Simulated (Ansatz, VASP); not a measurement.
# Two plane-wave programs on Ge

```xyz
12
Lattice="5.8089 0.0000 0.0000 0.0000 5.8089 0.0000 0.0000 0.0000 6.8375" Properties=species:S:1:pos:R:3 pbc="T T T"
Ge    0.5419    0.5419    0.0000
Ge    2.3625    3.4464    5.1281
Ge    5.2670    5.2670    3.4188
Ge    3.4464    2.3625    1.7094
Ge    1.0103    2.1299    1.8346
Ge    0.7746    3.9148    0.1252
Ge    4.7986    3.6791    5.2533
Ge    5.0343    1.8941    3.5440
Ge    3.9148    0.7746   -0.1252
Ge    3.6791    4.7986    1.5842
Ge    1.8941    5.0343    3.2936
Ge    2.1299    1.0103    5.0029
```

Change from the starting cell: volume scaled by 0.94, ions relaxed.

Alike in both runs: functional PBE; k mesh 8 × 8 × 7; occupations fermi-dirac, width 0.02 eV; no spin polarisation.

Ansatz relaxed the structure, and its values are those at the end. VASP's run is a single point on that final structure, the one shown.

|  | VASP | Ansatz |
| --- | --- | --- |
| version | VASP 6.6.1 | Ansatz 0.2.0 |
| potentials or method | VASP PAW PBE potentials, release 64 (Ge_d) | plane-wave PAW, scalar-relativistic |
| plane-wave cutoff (eV) | 500 | 420 |
| valence electrons in the cell | 168 | 168 |

```csv
,VASP,Ansatz,Ansatz less VASP
pressure (GPa),7.5,7.6,+0.09
rms of the force components (eV/Å),0.004,0.004,-0.0005
```

With one functional, cell and mesh, what is left measures potentials, basis and numerics. Ansatz's warnings: stress scf threshold loose.
